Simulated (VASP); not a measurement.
Write the native input for VASP 6.6.1 that does the following.

```yaml
Task: single point
Functional: PBE
Potentials_or_basis: VASP PAW PBE potentials, release 64 (Rb_sv, Mg)
Cutoff: 520 eV
k_mesh: 5 × 5 × 5
Occupations: fermi-dirac, width 0.1 eV
Spin: no spin polarisation
Dipole_correction: no
Further_INCAR_settings: ALGO = Normal; EDIFF = 1e-07; NBANDS = 22
```

The structure of Rb3Mg lies in POSCAR:

```
Rb3Mg
1.0
   -3.1983213421      3.1983213421      6.1320770733
    3.1983213421     -3.1983213421      6.1320770733
    3.1983213421      3.1983213421     -6.1320770733
Rb Mg
3 1
Direct
    0.5000000000      0.5000000000      0.0000000000
    0.7500000000      0.2500000000      0.5000000000
    0.2500000000      0.7500000000      0.5000000000
    0.0000000000      0.0000000000      0.0000000000
```

The input as run:

INCAR

```
SYSTEM = Rb3Mg
ALGO = Normal
EDIFF = 1E-7
ENCUT = 520
GGA = PE
ISIF = 2
ISMEAR = -1
LASPH = .TRUE.
LCHARG = .FALSE.
LREAL = .FALSE.
LWAVE = .FALSE.
NBANDS = 22
NELM = 100
PREC = Accurate
SIGMA = 0.1
```

KPOINTS

```
k-points
0
G
  5 5 5
  0 0 0
```

Potentials or basis: VASP PAW PBE potentials, release 64 (Rb_sv, Mg).

The run is started by

```bash
$ cat potpaw_PBE.64/Rb_sv/POTCAR potpaw_PBE.64/Mg/POTCAR > POTCAR
$ mpirun -np 1 vasp_std > vasp.out
```

Results of the run:

```
Pressure               : 0.2 GPa
Band gap on the k mesh : zero (an odd number of electrons rules out a gap without spin polarisation)
```

Wall time 2.1 min on 1 thread of Intel(R) Xeon(R) Platinum 8488C (Sapphire Rapids) (shared host), peak memory 0.51 GiB.
